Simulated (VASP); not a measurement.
Te:

```
Te
1.0
     4.45400    0.00000    0.00000
    -2.22700    3.85728    0.00000
     0.00000    0.00000    5.92400
Te
3
Cartesian
  1.6279 2.8197 0.0000
  -0.5991 1.0376 3.9493
  1.1981 0.0000 1.9747
```

Base run:

| Item | Value |
| --- | --- |
| Program | VASP 6.6.1 |
| Functional | PBE-based screened hybrid with 15 % exact exchange |
| Potentials or basis | VASP PAW PBE potentials, release 64 (Te) |
| Cutoff | 520 eV |
| k mesh | 4 × 4 × 3 |
| Occupations | fermi-dirac, width 0.05 eV |
| Spin | no spin polarisation |

Its results: band gap on the k mesh 1.06 eV (least direct gap 1.27 eV); pressure 0.3 GPa; largest force 0.130 eV/Å.

**Question.** The run is repeated on the same cell with these changes: functional from PBE-based screened hybrid with 15 % exact exchange to PBE-based screened hybrid with 50 % exact exchange; share of exact exchange from 0.15 to 0.5. What comes out?

**Answer.** Band gap on the k mesh 1.85 eV (least direct gap 2.05 eV); pressure -3.1 GPa; largest force 0.840 eV/Å.

Caveats: the PAW data sets were made with another functional, which shifts forces and pressure a little; spin-orbit coupling is left out, which moves the levels of the heavy elements; an odd mesh through Γ misses points on the zone boundary, where band edges can lie; the cell stands under tension (at least some runs).
